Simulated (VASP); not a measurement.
# W (Fd-3m) in VASP: a series of runs

W is run at these levels: PBE; tasks: single point.

Program: VASP 6.6.1. These are calculated values, not measurements. Logs are shortened: lines on timing, memory, paths and dates and some standing lists are left out, and cuts for length are marked.

**1. The cell of the first run**

Symmetry: Fd-3m, No. 227, cubic system. Conventional cell: a = 5.581 Å, b = 5.581 Å, c = 5.581 Å, α = 90.00°, β = 90.00°, γ = 90.00°. W (site symmetry -43m) has 4 W at 2.42 Å within 3.2 Å.

**2. Single point, PBE**

INCAR reads:

```
SYSTEM = W
ALGO = Normal
EDIFF = 1E-7
ENCUT = 520
GGA = PE
ISIF = 2
ISMEAR = 0
LASPH = .TRUE.
LCHARG = .FALSE.
LREAL = .FALSE.
LWAVE = .FALSE.
NBANDS = 21
NELM = 80
PREC = Accurate
SIGMA = 0.05
```

KPOINTS reads:

```
k-points
0
G
  8 8 8
  0 0 0
```

POSCAR reads:

```
W
1.0
    0.0000000000      2.7906456359      2.7906456359
    2.7906456359      0.0000000000      2.7906456359
    2.7906456359      2.7906456359      0.0000000000
W
2
Direct
    0.0000000000      0.0000000000      0.0000000000
    0.2500000000      0.2500000000      0.2500000000
```

Potentials or basis: VASP PAW PBE potentials, release 64 (W_sv).

Run with:

```console
cat potpaw_PBE.64/W_sv/POTCAR > POTCAR
mpirun -np 1 vasp_std > vasp.out
```

OUTCAR:

```text
SYSTEM = W
   EDIFF = 1E-7
   ENCUT = 520
   GGA = PE
   ISIF = 2
   ISMEAR = 0
   LASPH = .TRUE.
   LREAL = .FALSE.
   NELM = 80
   PREC = Accurate

 ion  position               nearest neighbor table
   1  0.000  0.000  0.000-   2 2.42   2 2.42   2 2.42   2 2.42
   2  0.250  0.250  0.250-   1 2.42   1 2.42   1 2.42   1 2.42

  LATTYP: Found a face centered cubic cell.
 ALAT       =     5.5812912718

  Lattice vectors:

 A1 = (   0.0000000000,   2.7906456359,   2.7906456359)
 A2 = (   2.7906456359,   0.0000000000,   2.7906456359)
 A3 = (   2.7906456359,   2.7906456359,   0.0000000000)

Analysis of symmetry for initial positions (statically):
=====================================================================
 Subroutine PRICEL returns:
 Original cell was already a primitive cell.

 Routine SETGRP: Setting up the symmetry group for a
 face centered cubic supercell.

 Subroutine GETGRP returns: Found 48 space group operations
 (whereof 24 operations were pure point group operations)
 out of a pool of 48 trial point group operations.

The static configuration has the point symmetry T_d .
 The point group associated with its full space group is O_h .

Analysis of symmetry for dynamics (positions and initial velocities):
=====================================================================
 Subroutine PRICEL returns:
 Original cell was already a primitive cell.

 Routine SETGRP: Setting up the symmetry group for a
 face centered cubic supercell.

 Subroutine GETGRP returns: Found 48 space group operations
 (whereof 24 operations were pure point group operations)
 out of a pool of 48 trial point group operations.

The dynamic configuration has the point symmetry T_d .
 The point group associated with its full space group is O_h .

 Subroutine INISYM returns: Found 48 space group operations
 (whereof 24 operations are pure point group operations),
 and found     1 'primitive' translations

----------------------------------------------------------------------------------------

                                     Primitive cell

  volume of cell :      43.4654

  direct lattice vectors                    reciprocal lattice vectors
     0.000000000  2.790645636  2.790645636    -0.179170008  0.179170008  0.179170008
     2.790645636  0.000000000  2.790645636     0.179170008 -0.179170008  0.179170008
     2.790645636  2.790645636  0.000000000     0.179170008  0.179170008 -0.179170008

  length of vectors
     3.946568906  3.946568906  3.946568906     0.310331556  0.310331556  0.310331556

  position of ions in fractional coordinates (direct lattice)
     0.000000000  0.000000000  0.000000000
     0.250000000  0.250000000  0.250000000

  ion indices of the primitive-cell ions
   primitive index   ion index
                 1           1
                 2           2

----------------------------------------------------------------------------------------

 KPOINTS: k-points

Automatic generation of k-mesh.
 Grid dimensions read from file:
 generate k-points for:    8    8    8

 Generating k-lattice:

  Cartesian coordinates                     Fractional coordinates (reciprocal lattice)
    -0.022396251  0.022396251  0.022396251     0.125000000  0.000000000  0.000000000
     0.022396251 -0.022396251  0.022396251     0.000000000  0.125000000  0.000000000
     0.022396251  0.022396251 -0.022396251     0.000000000  0.000000000  0.125000000

  Length of vectors
     0.038791445  0.038791445  0.038791445

  Shift w.r.t. Gamma in fractional coordinates (k-lattice)
     0.000000000  0.000000000  0.000000000

 Subroutine IBZKPT returns following result:
 ===========================================

 Found     29 irreducible k-points:

 Following reciprocal coordinates:
            Coordinates               Weight
  0.000000  0.000000  0.000000      1.000000
  0.125000  0.000000  0.000000      8.000000
  0.250000  0.000000  0.000000      8.000000
  0.375000  0.000000  0.000000      8.000000
  0.500000  0.000000  0.000000      4.000000
  0.125000  0.125000  0.000000      6.000000
[... 16 lines left out ...]
  0.500000  0.250000  0.125000     48.000000
 -0.375000  0.250000  0.125000     24.000000
 [... further k-points ...]
   k-points           NKPTS =     29   k-points in BZ     NKDIM =     29   number of bands    NBANDS=     21
   number of dos      NEDOS =    301   number of ions     NIONS =      2
   total plane-waves  NPLWV =  27000
   dimension x,y,z NGX =    30 NGY =   30 NGZ =   30
   dimension x,y,z NGXF=    60 NGYF=   60 NGZF=   60
   ions per type =               2
   NGX,Y,Z   is equivalent  to a cutoff of  12.64, 12.64, 12.64 a.u.
   NGXF,Y,Z  is equivalent  to a cutoff of  25.27, 25.27, 25.27 a.u.
 SYSTEM =  W
   PREC   = accura    normal or accurate (medium, high low for compatibility)
   ISTART =      0    job   : 0-new  1-cont  2-samecut
   ICHARG =      2    charge: 1-file 2-atom 10-const
   ISPIN  =      1    spin polarized calculation?
   LNONCOLLINEAR =      F non collinear calculations
   LSORBIT =      F    spin-orbit coupling
   LASPH  =      T    aspherical Exc in radial PAW
   ENCUT  =  520.0 eV  38.22 Ry    6.18 a.u.   7.34  7.34  7.34*2*pi/ulx,y,z
   NELM   =     80;   NELMIN=  2; NELMDL= -5     # of ELM steps
   EDIFF  = 0.1E-06   stopping-criterion for ELM
   LREAL  =      F    real-space projection
   EDIFFG = 0.1E-05   stopping-criterion for IOM
   NSW    =      0    number of steps for IOM
   IBRION =     -1    ionic relax: 0-MD 1-quasi-New 2-CG
   NFREE  =      0    steps in history (QN), initial steepest desc. (CG)
   ISIF   =      2    stress and relaxation
   ISYM   =      2    0-nonsym 1-usesym 2-fastsym
   POTIM  = 0.5000    time-step for ionic-motion
   TEBEG  =    0.0;   TEEND  =   0.0 temperature during run
   PSTRESS=    0.0 pullay stress
   NELECT =      28.0000    total number of electrons
   NUPDOWN=      -1.0000    fix difference up-down
   EMIN   =  10.00;   EMAX   =-10.00  energy-range for DOS
   EFERMI =   0.00;   METHOD = LEGACY
   ISMEAR =     0;   SIGMA  =   0.05  broadening in eV -4-tet -1-fermi 0-gaus
   EFERMI_NEDOS =   21; number of points for ismear=-14 and -15
   IALGO  =     38    algorithm
   IMIX   =      4    mixing-type and parameters
     AMIX     =   0.40;   BMIX     =  1.00
     AMIX_MAG =   1.60;   BMIX_MAG =  1.00
  volume/ion in A,a.u.               =      21.73       146.66
  Fermi-wavevector in a.u.,A,eV,Ry     =   1.413881  2.671847 27.198850  1.999059
  Thomas-Fermi vector in A             =   2.535481
   LORBIT       =      0    0 simple, 1 ext, 2 COOP (PROOUT), +10 PAW based schemes
   GGA     = PE    functional components
   LHFCALC =     F    Hartree Fock is set to
   AEXX    =    0.0000 exact exchange contribution
   IVDW    =     0    specifies the selected vdW correction
   LEPSILON=     F    determine dielectric tensor
   LRPA    =     F    only Hartree local field effects (RPA)
 non-spin polarized calculation
 Gauss-broadening in eV      SIGMA  =   0.05
  energy-cutoff  :      520.00
  volume of cell :       43.47
 maximum number of plane-waves:      1211
 NGX is ok and might be reduce to    30
   NGX = 15   NGY = 15   NGZ = 15

 number of electron      28.0000002 magnetization

 Free energy of the ion-electron system (eV)
  ---------------------------------------------------
  ext. energy  EPLUGINS =         0.00000000
  ---------------------------------------------------
  free energy    TOTEN  =       -20.21596385 eV

  energy without entropy =      -20.21165038  energy(sigma->0) =      -20.21380712

 E-fermi :   6.6649     XC(G=0): -11.4213

 val. band max:        6.6576627225   @ k =   0.3750   0.2500   0.1250
 cond. band min:       6.6681392782   @ k =   0.2500   0.0000   0.0000
 fundamental gap:      0.0104765557
 Fermi energy:         6.6649325112

 k-point     1 :       0.0000    0.0000    0.0000
  band No.  band energies     occupation
      1     -66.5193      2.00000
      2     -66.0036      2.00000
      3     -31.2857      2.00000
      4     -31.2857      2.00000
      5     -31.2857      2.00000
      6     -30.0015      2.00000
[... 13 lines left out ...]
     20      17.7008      0.00000
     21      18.3796      0.00000

 k-point     2 :       0.1250    0.0000    0.0000
  band No.  band energies     occupation
      1     -66.5050      2.00000
      2     -66.0185      2.00000
      3     -31.3093      2.00000
      4     -31.3093      2.00000
      5     -31.2839      2.00000
      6     -30.0045      2.00000
[... 13 lines left out ...]
     20      17.1893      0.00000
     21      18.7599      0.00000

 k-point     3 :       0.2500    0.0000    0.0000
  band No.  band energies     occupation
      1     -66.4662      2.00000
      2     -66.0587      2.00000
      3     -31.3626      2.00000
      4     -31.3626      2.00000
      5     -31.2809      2.00000
      6     -30.0103      2.00000
[... 13 lines left out ...]
     20      16.0442      0.00000
     21      16.8790      0.00000

 k-point     4 :       0.3750    0.0000    0.0000
  band No.  band energies     occupation
      1     -66.4178      2.00000
      2     -66.1086      2.00000
      3     -31.4119      2.00000
      4     -31.4119      2.00000
      5     -31.2798      2.00000
      6     -30.0136      2.00000
[... 13 lines left out ...]
     20      13.1204      0.00000
     21      16.8462      0.00000

 k-point     5 :       0.5000    0.0000    0.0000
  band No.  band energies     occupation
      1     -66.3924      2.00000
      2     -66.1347      2.00000
      3     -31.4312      2.00000
      4     -31.4312      2.00000
      5     -31.2799      2.00000
      6     -30.0142      2.00000
[... 13 lines left out ...]
     20      11.8286      0.00000
     21      16.8683      0.00000
[... 382 lines left out ...]
     20      11.8726      0.00000
     21      12.7521      0.00000

 k-point    22 :       0.3750    0.2500    0.1250
  band No.  band energies     occupation
      1     -66.4314      2.00000
      2     -66.0947      2.00000
      3     -31.4823      2.00000
      4     -31.4246      2.00000
      5     -31.1236      2.00000
      6     -30.1749      2.00000
[... 13 lines left out ...]
     20      15.5577      0.00000
     21      16.1490      0.00000

 k-point    23 :       0.5000    0.2500    0.1250
  band No.  band energies     occupation
      1     -66.3827      2.00000
      2     -66.1446      2.00000
      3     -31.5469      2.00000
      4     -31.4677      2.00000
      5     -31.0492      2.00000
      6     -30.2473      2.00000
[... 13 lines left out ...]
     20      13.1776      0.00000
     21      15.2621      0.00000

 k-point    24 :      -0.3750    0.2500    0.1250
  band No.  band energies     occupation
      1     -66.3550      2.00000
      2     -66.1728      2.00000
      3     -31.5697      2.00000
      4     -31.4877      2.00000
      5     -31.0153      2.00000
      6     -30.2799      2.00000
[... 13 lines left out ...]
     20      12.0472      0.00000
     21      15.0884      0.00000

 [... further k-points ...]
[... 5 lines left out ...]
  --------------------------------------------------------------------------------------
  -------------------------------------------------------------------------------------
  Total        5.7567177      5.7567177      5.7567177      0.0000000      0.0000000     -0.0000000
  in kB      212.1980786    212.1980786    212.1980786      0.0000000      0.0000000     -0.0000000
  external PRESSURE =     212.1980786 kB  Pullay stress =       0.0000000 kB

 VOLUME and BASIS-vectors are now :
 -----------------------------------------------------------------------------
  energy-cutoff  :      520.00
  volume of cell :       43.47
      direct lattice vectors                 reciprocal lattice vectors
     0.000000000  2.790645636  2.790645636    -0.179170008  0.179170008  0.179170008
     2.790645636  0.000000000  2.790645636     0.179170008 -0.179170008  0.179170008
     2.790645636  2.790645636  0.000000000     0.179170008  0.179170008 -0.179170008

 POSITION                                       TOTAL-FORCE (eV/Angst)
 -----------------------------------------------------------------------------------
      0.00000      0.00000      0.00000        -0.000000     -0.000000     -0.000000
      1.39532      1.39532      1.39532         0.000000      0.000000      0.000000
 -----------------------------------------------------------------------------------
    total drift:                                0.000000     -0.000000      0.000000

  FREE ENERGIE OF THE ION-ELECTRON SYSTEM (eV)
  ---------------------------------------------------
  free  energy   TOTEN  =       -20.2159638546 eV

  energy  without entropy=      -20.2116503755  energy(sigma->0) =      -20.21380712
```

Run time: 16 s. Hardware: 1 thread of Intel Xeon 6975P-C (Granite Rapids), shared host; peak memory 0.17 GiB.

Results:

```yaml
Free_energy: -20.2160 eV
Pressure: 21.2 GPa
Band_gap_on_the_k_mesh: zero (band 14 reaches 7.03 eV, above the bottom of band 15 at 6.18 eV)
```

Caveat: spin-orbit coupling is left out, which moves the levels of the heavy elements.

**3. Single point, PBE**

This run uses another cell than the first one, of 23.00 Å³/atom, 1.058 times its volume.

INCAR reads:

```
SYSTEM = W
PREC     = Accurate       ! precision mode
ENCUT    = 520            ! plane-wave cutoff, eV
EDIFF    = 1E-6           ! SCF threshold, eV
ISMEAR   = 0              ! smearing method
SIGMA    = 0.05           ! smearing width, eV
LREAL    = .FALSE.        ! projectors in reciprocal space
LASPH    = .TRUE.         ! aspherical terms in the spheres
NELM     = 80             ! most SCF steps
ALGO     = Normal         ! electronic algorithm
ISIF     = 2              ! what is computed and relaxed
LWAVE    = .FALSE.        ! write WAVECAR
LCHARG   = .FALSE.        ! write CHGCAR
GGA      = PE             ! functional
NBANDS   = 21             ! bands
```

KPOINTS reads:

```
regular mesh
0
G
  8 8 8
  0 0 0
```

POSCAR reads:

```
W
1.0
    0.0000000000      2.8439492690      2.8439492690
    2.8439492690      0.0000000000      2.8439492690
    2.8439492690      2.8439492690      0.0000000000
W
2
Direct
    0.0000000000      0.0000000000      0.0000000000
    0.2500000000      0.2500000000      0.2500000000
```

Potentials or basis: VASP PAW PBE potentials, release 64 (W_sv).

Run with:

```console
cat potpaw_PBE.64/W_sv/POTCAR > POTCAR
mpirun -np 1 vasp_std > vasp.out
```

It took 14 s on 1 thread of Intel Xeon 6975P-C (Granite Rapids), shared host; peak memory 0.17 GiB.

Results (log left out):

```
Free energy            : -20.4681 eV
Pressure               : 10.9 GPa
Band gap on the k mesh : zero (band 14 reaches 6.40 eV, above the bottom of band 15 at 5.56 eV)
```

Levels at points of the mesh, in eV from the Fermi level:
```
           k point  band 12  band 13  band 14  band 15  band 16  band 17
(0.00, 0.00, 0.00)    -1.22    -1.22    -1.22     1.58     1.58     1.58
(0.50, 0.00, 0.00)    -1.95    -1.43    -1.43    -0.39     2.85     2.85
(0.50, 0.50, 0.00)    -1.35    -1.26    -1.26     1.01     1.01     4.83
```

Caveat: spin-orbit coupling is left out, which moves the levels of the heavy elements.

**4. Single point, PBE**

This run uses another cell than the first one, of 23.80 Å³/atom, 1.095 times its volume.

INCAR reads:

```
SYSTEM = W
  ALGO = Normal
  EDIFF = 1E-6
  ENCUT = 520
  GGA = PE
  ISIF = 2
  ISMEAR = 0
  LASPH = .TRUE.
  LCHARG = .FALSE.
  LREAL = .FALSE.
  LWAVE = .FALSE.
  NBANDS = 21
  NELM = 100
  PREC = Accurate
  SIGMA = 0.05
```

KPOINTS reads:

```
k-points
0
G
  8 8 8
  0 0 0
```

POSCAR reads:

```
W
1.0
    0.0000000000      2.8764613227      2.8764613227
    2.8764613227      0.0000000000      2.8764613227
    2.8764613227      2.8764613227      0.0000000000
W
2
Direct
    0.0000000000      0.0000000000      0.0000000000
    0.2500000000      0.2500000000      0.2500000000
```

Run with:

```console
cat potpaw_PBE.64/W_sv/POTCAR > POTCAR
mpirun -np 1 vasp_std > vasp.out
```

Wall time 13 s (1 thread of Intel Xeon 6975P-C (Granite Rapids), shared host); peak memory 0.17 GiB.

The run converged. Its results:

| Item | Value |
| --- | --- |
| Free energy | -20.5505 eV |
| Pressure | 5.7 GPa |
| Band gap on the k mesh | zero (band 14 reaches 6.03 eV, above the bottom of band 15 at 5.21 eV) |

Levels at points of the mesh, in eV from the Fermi level:
```
           k point  band 10  band 11  band 12  band 13  band 14  band 15  band 16  band 17  band 18  band 19
(0.00, 0.00, 0.00)    -2.02    -2.02    -1.16    -1.16    -1.16     1.56     1.56     1.56     5.49     5.49
(0.50, 0.00, 0.00)    -2.02    -1.80    -1.80    -1.34    -1.34    -0.42     2.77     2.77     4.43     4.43
(0.50, 0.50, 0.00)    -2.95    -1.30    -1.30    -1.25    -1.25     1.05     1.05     4.71     4.71     4.81
```

Caveat: spin-orbit coupling is left out, which moves the levels of the heavy elements.

**5. Single point, PBE**

This run uses another cell than the first one, of 24.75 Å³/atom, 1.139 times its volume.

INCAR reads:

```
PREC = Accurate
ENCUT = 520
EDIFF = 1E-7
ISMEAR = 0
SIGMA = 0.05
LREAL = F
LASPH = T
NELM = 80
ALGO = Normal
ISIF = 2
LWAVE = F
LCHARG = F
GGA = PE
NBANDS = 21
```

KPOINTS reads:

```
Automatic mesh
0
Gamma
  8 8 8
```

POSCAR reads:

```
W
1.0
    0.0000000000      2.9144060271      2.9144060271
    2.9144060271      0.0000000000      2.9144060271
    2.9144060271      2.9144060271      0.0000000000
W
2
Direct
    0.0000000000      0.0000000000      0.0000000000
    0.2500000000      0.2500000000      0.2500000000
```

Run with:

```console
cat potpaw_PBE.64/W_sv/POTCAR > POTCAR
mpirun -np 1 vasp_std > vasp.out
```

Run time: 12 s. Hardware: 1 thread of Intel Xeon 6975P-C (Granite Rapids), shared host; peak memory 0.18 GiB.

It converged, with:

| Item | Value |
| --- | --- |
| Free energy | -20.5873 eV |
| Pressure | 0.5 GPa |
| Band gap on the k mesh | zero (band 14 reaches 5.62 eV, above the bottom of band 15 at 4.81 eV) |

Levels at points of the mesh, in eV from the Fermi level:
```csv
k point,band 11,band 12,band 13,band 14,band 15,band 16,band 17,band 18
"(0.00, 0.00, 0.00)",-1.86,-1.10,-1.10,-1.10,1.52,1.52,1.52,5.25
"(0.50, 0.00, 0.00)",-1.65,-1.65,-1.25,-1.25,-0.46,2.67,2.67,4.27
"(0.50, 0.50, 0.00)",-1.34,-1.34,-1.16,-1.16,1.07,1.07,4.57,4.57
```

Caveat: spin-orbit coupling is left out, which moves the levels of the heavy elements.

**6. Overview**

```tsv
cell	gap on the mesh (eV)	pressure (GPa)
a = 3.947 Å, angles 60.0°, 2 atoms	none	21.2
a = 4.022 Å, angles 60.0°, 2 atoms	none	10.9
a = 4.068 Å, angles 60.0°, 2 atoms	none	5.7
a = 4.122 Å, angles 60.0°, 2 atoms	none	0.5
```

Alike in all rows: task single point; level PBE; potentials or basis VASP PAW PBE potentials, release 64 (W_sv); no spin polarisation; k mesh 8 × 8 × 8; cutoff (eV) 520; smearing gaussian 0.05 eV.

Caveats: spin-orbit coupling is left out, which moves the levels of the heavy elements.

Total energies depend on the potentials used, so only differences within one code and one set of settings carry meaning.
